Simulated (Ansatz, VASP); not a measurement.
# Na: VASP beside Ansatz

File INCAR:

```
SYSTEM = Na
PREC = Accurate
ENCUT = 520
EDIFF = 1E-7
ISMEAR = 0
SIGMA = 0.15
LREAL = .FALSE.
LASPH = .TRUE.
NELM = 100
ALGO = Fast
ISIF = 2
LWAVE = .FALSE.
LCHARG = .TRUE.
GGA = PE
LELF = .TRUE.
LVHAR = .TRUE.
NBANDS = 14
```

KPOINTS

```
Automatic mesh
0
G
  15 15 8
  0 0 0
```

The input POSCAR:

```
Na
1.0
    3.8947955076      0.0000000000      0.0000000000
   -1.9473977538      3.3729918521      0.0000000000
    0.0000000000      0.0000000000      6.1030356778
Na
2
Direct
    0.3333333333      0.6666666667      0.2500000000
    0.6666666667      0.3333333333      0.7500000000
```

Input for Ansatz:

```yaml
crystal:
  lattice:
    - [3.8947955076, 0.0, 0.0]
    - [-1.9473977538, 3.3729918521, 0.0]
    - [0.0, 0.0, 6.1030356778]
  atoms:
    - { symbol: Na, position: [0.3333333333, 0.6666666667, 0.25] }
    - { symbol: Na, position: [0.6666666667, 0.3333333333, 0.75] }
basis:
  ecutwfc: 520.0
kpoints:
  mp_grid: { grid: [15, 15, 8] }
hamiltonian:
  xc: pbe
scf:
  occupations: { method: gaussian, width: 0.15 }
output:
  forces: true
  stress: true
  eigenvalues: true
```

Change from the starting cell: mode 4 frozen in at +0.000 Å, equal normal strain along x and y +0.0400.

Alike in both runs: task single point; functional PBE; k mesh 15 × 15 × 8; occupations gaussian, width 0.15 eV; no spin polarisation.

```csv
,VASP,Ansatz
version,VASP 6.6.1,Ansatz 0.2.0
potentials or method,"VASP PAW PBE potentials, release 64 (Na_pv), cutoff 520 eV","scalar-relativistic, plane waves, PAW"
valence electrons in the cell,14,18
```

|  | VASP | Ansatz | Ansatz less VASP |
| --- | --- | --- | --- |
| gap on the k mesh at the Fermi level (eV) | none | none | - |
| pressure (GPa) | -0.5 | -0.5 | -0.01 |
| traceless stress, the component that is largest in VASP (GPa) | 0.18 | 0.18 | 0.000 |

A gap of «none» marks a metal or a gap that the smearing closes. VASP's potentials hold 14 valence electrons a cell and Ansatz's 18, so a difference there can come from the potentials and not from the codes.
